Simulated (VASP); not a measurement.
A run of VASP 6.6.1 is set up as follows.

INCAR

```
PREC     = Accurate       # precision mode
ENCUT    = 520            # plane-wave cutoff, eV
EDIFF    = 1E-7           # SCF threshold, eV
ISMEAR   = 0              # smearing method
SIGMA    = 0.05           # smearing width, eV
LREAL    = F              # projectors in reciprocal space
LASPH    = T              # aspherical terms in the spheres
NELM     = 100            # most SCF steps
ALGO     = Normal         # electronic algorithm
ISIF     = 2              # what is computed and relaxed
LWAVE    = F              # write WAVECAR
LCHARG   = F              # write CHGCAR
NBANDS   = 41             # bands
```

KPOINTS

```
Automatic mesh
0
Gamma
  6 6 6
```

Contents of POSCAR:

```
AlGa3N4
1.0
    4.6068857223      0.2140762484      0.2140762484
    0.2140762484      4.6068857223      0.2140762484
    0.2140762484      0.2140762484      4.6068857223
Al Ga N
1 3 4
Direct
    0.0000000000      0.0000000000      0.0000000000
    0.5000000000      0.5000000000      0.0000000000
    0.5000000000      0.0000000000      0.5000000000
    0.0000000000      0.5000000000      0.5000000000
    0.7548078379      0.7548078379      0.2451921621
    0.7548078379      0.2451921621      0.7548078379
    0.2451921621      0.7548078379      0.7548078379
    0.2451921621      0.2451921621      0.2451921621
```

Potentials or basis: VASP PAW LDA potentials, release 64 (Al, Ga_d, N).

Run with:

```sh
$ cat potpaw_LDA.64/Al/POTCAR potpaw_LDA.64/Ga_d/POTCAR potpaw_LDA.64/N/POTCAR > POTCAR
$ mpirun -np 1 vasp_std > vasp.out
```

(1) What does it give for the largest force?

(2) Estimate the band gap on the k mesh.

## Answers

(1) 0.179 eV/Å.

(2) 1.11 eV.

Caveat: the cell stands under tension.
